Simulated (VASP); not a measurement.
Crystal: Ta3N.

```xyz
4
Lattice="5.6213 0.0000 0.0000 -2.8106 4.8681 0.0000 0.0000 0.0000 2.8550" Properties=species:S:1:pos:R:3 pbc="T T T"
Ta    1.3524    2.4646    0.0000
Ta    0.0000    4.8071    0.0000
Ta   -1.3524    2.4646    0.0000
N     2.8106    1.6227    1.4275
```

```yaml
Program: VASP 6.6.1
Task: relaxation of cell and atoms
Functional: PBE
Potentials_or_basis: VASP PAW PBE potentials, release 64 (Ta_pv, N)
Cutoff: 600 eV
k_mesh: 6 × 6 × 6
Occupations: gaussian, width 0.1 eV
Spin: no spin polarisation
```

At the start: pressure -0.4 GPa; volume 19.53 Å³/atom.

Question: How do energy, volume and symmetry change on relaxing?

Answer: Over 6 steps the energy falls by 7.4 meV/atom and the volume is 19.54 Å³/atom (+0.1 %); space group P-6m2 (No. 187, to 0.05 Å).

Step by step:
| step | energy change (eV) | largest force (eV/Å) | pressure (GPa) | volume (Å³) |
| --- | --- | --- | --- | --- |
| 1 | 0.0000 | 0.2008 | -0.38 | 78.13 |
| 2 | -0.0234 | 0.2420 | 1.51 | 77.57 |
| 3 | -0.0269 | 0.1375 | 0.97 | 77.71 |
| 4 | -0.0262 | 0.0397 | -1.21 | 78.88 |
| 5 | -0.0293 | 0.0526 | -0.08 | 78.25 |
| 6 | -0.0295 | 0.0195 | 0.04 | 78.18 |

Final structure:
```
CELL_PARAMETERS angstrom
5.67683 0.00000 0.00000
-2.83841 4.91628 0.00000
0.00000 0.00000 2.80110
ATOMIC_POSITIONS crystal
Ta 0.49404 0.50596 0.00000
Ta 0.49404 0.98807 0.00000
Ta 0.01193 0.50596 0.00000
N 0.66667 0.33333 0.50000
```

Caveat: the k points lie up to 0.37 Å⁻¹ apart in the final cell.
